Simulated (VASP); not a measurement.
CuSn4, 5 atoms in the cell. It takes space group Im-3m (No. 229, cubic). The conventional cell has a = 6.425 Å, b = 6.425 Å, c = 6.425 Å, α = 90.00°, β = 90.00°, γ = 90.00°. Within 3.7 Å of Cu (site symmetry m-3m) lie 8 Sn at 2.78 Å. Sn (site symmetry -3m) has 2 Cu at 2.78 Å and 6 Sn at 3.21 Å within 3.7 Å. The cell was built from a structure type or drawn by symmetry, and may not be a known phase.

```yaml
Program: VASP 6.6.1
Task: relaxation of cell and atoms
Functional: PBE
Potentials_or_basis: VASP PAW PBE potentials, release 64 (Cu, Sn_d)
Cutoff: 600 eV
k_mesh: 8 × 8 × 8
Occupations: gaussian, width 0.1 eV
Spin: no spin polarisation
Dipole_correction: no
Further_INCAR_settings: ALGO = Fast; EDIFF = 1e-07; IBRION = 2; EDIFFG = -0.01; NSW = 100; ISIF = 3
```

Potentials or basis: VASP PAW PBE potentials, release 64 (Cu, Sn_d).

Run with:

```sh
$ cat potpaw_PBE.64/Cu/POTCAR potpaw_PBE.64/Sn_d/POTCAR > POTCAR
$ mpirun -np 1 vasp_std > vasp.out
```

Hardware: 1 thread of AMD EPYC 7R13, on a shared host.

How long does it take, and how much memory?

Run time: 13 min on 1 thread of AMD EPYC 7R13, on a shared host, peak memory 0.4 GiB. Counts: scf iterations 52, k points 29, ion steps 3.
